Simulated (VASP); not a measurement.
Si, 8 atoms in the cell. Symmetry: Ibca, No. 73, orthorhombic system. The conventional cell has a = 6.529 Å, b = 6.688 Å, c = 6.688 Å, α = 90.00°, β = 90.00°, γ = 90.00°. Si (site symmetry 1) has 4 Si at 2.35 to 2.40 Å within 3.1 Å. 

- Program: VASP 6.6.1
- Task: single point
- Functional: PBEsol
- Potentials or basis: VASP PAW PBE potentials, release 64 (Si)
- Cutoff: 520 eV
- k mesh: 10 × 10 × 10
- Occupations: gaussian, width 0.15 eV
- Spin: no spin polarisation
- Dipole correction: no
- Further INCAR settings: ALGO = Normal; EDIFF = 1e-07; NBANDS = 26

Potentials or basis: VASP PAW PBE potentials, release 64 (Si).

Launch:

```sh
$ cat potpaw_PBE.64/Si/POTCAR > POTCAR
$ mpirun -np 1 vasp_std > vasp.out
```

Hardware: 1 thread of Intel Xeon 8259CL (shared host).

Task: Estimate the wall time of this run.

Result: It took 16 min on 1 thread of Intel Xeon 8259CL, with other jobs on the host, peak memory 0.62 GiB. Counts: scf iterations 14, k points 171.
